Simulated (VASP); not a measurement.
Write the native input for VASP 6.6.1 that does the following.

| Quantity | Value |
| --- | --- |
| Task | single point |
| Functional | PBE |
| Potentials or basis | VASP PAW PBE potentials, release 64 (Hg, Pt, Se, F) |
| Cutoff | 600 eV |
| k mesh | 3 × 3 × 3 |
| Occupations | gaussian, width 0.15 eV |
| Spin | no spin polarisation |
| Dipole correction | no |
| Further INCAR settings | ALGO = Normal; EDIFF = 1e-06; NBANDS = 34 |

The structure of HgPtSeF3 lies in POSCAR:

```
HgPtSeF3
1.0
   -2.5185363969      2.5419305426      4.4590994916
    2.5185363969     -2.5419305426      4.4590994916
    2.5185363969      2.5419305426     -4.4590994916
Hg Pt Se F
1 1 1 3
Direct
    0.0000000000      0.0000000000      0.0000000000
    0.5000000000      0.5000000000      0.0000000000
    0.0000000000      0.5000000000      0.5000000000
    0.7220674561      0.7220674561      0.0000000000
    0.2779325439      0.2779325439      0.0000000000
    0.5000000000      0.0000000000      0.5000000000
```

The cell was built from a structure type or drawn by symmetry, and may not be a known phase.

These files were run (other wordings do the same):

INCAR

```
ALGO = Normal ; EDIFF = 1E-6
ENCUT = 600 ; GGA = PE
GGA_COMPAT = F ; ISIF = 2
ISMEAR = 0 ; LASPH = T
LCHARG = F ; LREAL = F
LWAVE = F ; NBANDS = 34
NELM = 120 ; PREC = Accurate
SIGMA = 0.15
```

KPOINTS

```
k-points
0
Gamma
  3 3 3
```

Potentials or basis: VASP PAW PBE potentials, release 64 (Hg, Pt, Se, F).

Launch:

```bash
$ cat potpaw_PBE.64/Hg/POTCAR potpaw_PBE.64/Pt/POTCAR potpaw_PBE.64/Se/POTCAR potpaw_PBE.64/F/POTCAR > POTCAR
$ mpirun -np 1 vasp_std > vasp.out
```

Results of the run:

```yaml
Pressure: 0.3 GPa
Largest_force: 0.072 eV/Å
Band_gap_on_the_k_mesh: zero (an odd number of electrons rules out a gap without spin polarisation)
```

Caveat: the k points lie up to 0.48 Å⁻¹ apart, too coarse for converged energies and pressures of a metal; spin-orbit coupling is left out, which moves the levels of the heavy elements; an odd number of electrons without spin polarisation forces a metal; a magnetic or distorted state may lie lower.

Wall time 50 s on 1 thread of AMD EPYC 7R43 64-Core Processor (Zen 3), on a shared host, peak memory 0.31 GiB.
